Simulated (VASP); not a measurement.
## KF: relaxation of shape and atoms at fixed volume with PBE

Crystal: KF.

```
K F
1.0
     2.12534    1.22706    3.47113
    -2.12534    1.22706    3.47113
     0.00000   -2.45413    3.47113
K F
1 1
Direct
  0.24937 0.24937 0.24937
  0.99939 0.99939 0.99939
```

```
Program                : VASP 6.6.1
Task                   : relaxation of shape and atoms at fixed volume
Functional             : PBE
Potentials or basis    : VASP PAW PBE potentials, release 64 (K_sv, F)
Cutoff                 : 600 eV
k mesh                 : 8 × 8 × 8
Occupations            : gaussian, width 0.02 eV
Spin                   : no spin polarisation
Dipole correction      : no
Further INCAR settings : ALGO = Normal; EDIFF = 1e-07; IBRION = 2; EDIFFG = -0.01; NSW = 50; ISIF = 4
```

| Property | Result |
| --- | --- |
| Pressure after relaxing | -0.6 GPa |
| Band gap on the k mesh | 4.97 eV (least direct gap 5.13 eV) |

Final structure:
```
CELL_PARAMETERS angstrom
2.12534 1.22706 3.47113
-2.12534 1.22706 3.47113
0.00000 -2.45413 3.47113
ATOMIC_POSITIONS crystal
K 0.24937 0.24937 0.24937
F 0.99939 0.99939 0.99939
```

Levels at points of the mesh, in eV from the valence-band top:
```csv
k point,band 6,band 7,band 8,band 9,band 10,band 11
"(0.00, 0.00, 0.00)",-0.16,-0.16,-0.16,4.97,11.51,11.54
"(0.50, 0.00, 0.00)",-0.25,-0.09,-0.09,7.76,8.84,10.63
"(0.50, 0.50, 0.00)",-0.39,0.00,0.00,8.06,8.20,11.78
"(0.50, 0.50, 0.50)",-0.25,-0.09,-0.09,7.76,8.84,10.63
```

It took 28 s on 1 thread of Intel(R) Xeon(R) Platinum 8488C (Sapphire Rapids), with other jobs on the host, peak memory 0.23 GiB.

Caveat: the relaxation stopped at its first step, so nothing moved. A k mesh can miss the band edges.
